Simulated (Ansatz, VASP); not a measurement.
# Two plane-wave programs on Ga2SnH6

```
CELL_PARAMETERS angstrom
0.00000 3.76177 3.76177
3.76177 0.00000 3.76177
3.76177 3.76177 0.00000
ATOMIC_POSITIONS crystal
Ga 0.75000 0.75000 0.75000
Ga 0.25000 0.25000 0.25000
Sn 0.00000 0.00000 0.00000
H 0.50000 0.00000 0.00000
H 0.00000 0.50000 0.00000
H 0.00000 0.00000 0.50000
H 0.00000 0.50000 0.50000
H 0.50000 0.00000 0.50000
H 0.50000 0.50000 0.00000
```

Alike in both runs: functional PBE; k mesh 10 × 10 × 10; occupations gaussian, width 0.1 eV; no spin polarisation.

Ansatz relaxed the structure, and its values are those at the end. VASP's run is a single point on that final structure, the one shown.

```csv
,VASP,Ansatz
version,VASP 6.6.1,Ansatz 0.2.0
potentials or method,"VASP PAW PBE potentials, release 64 (Ga_d, Sn_d, H), cutoff 520 eV","scalar-relativistic, plane waves, PAW"
valence electrons in the cell,46,46
```

```tsv
	VASP	Ansatz	Ansatz less VASP
gap on the k mesh at the Fermi level (eV)	none	none	-
pressure (GPa)	0.0	0.0	+0.06
```

A gap of «none» marks a metal or a gap that the smearing closes. The functional is the same, so the differences come from potentials, cutoffs and numerics.
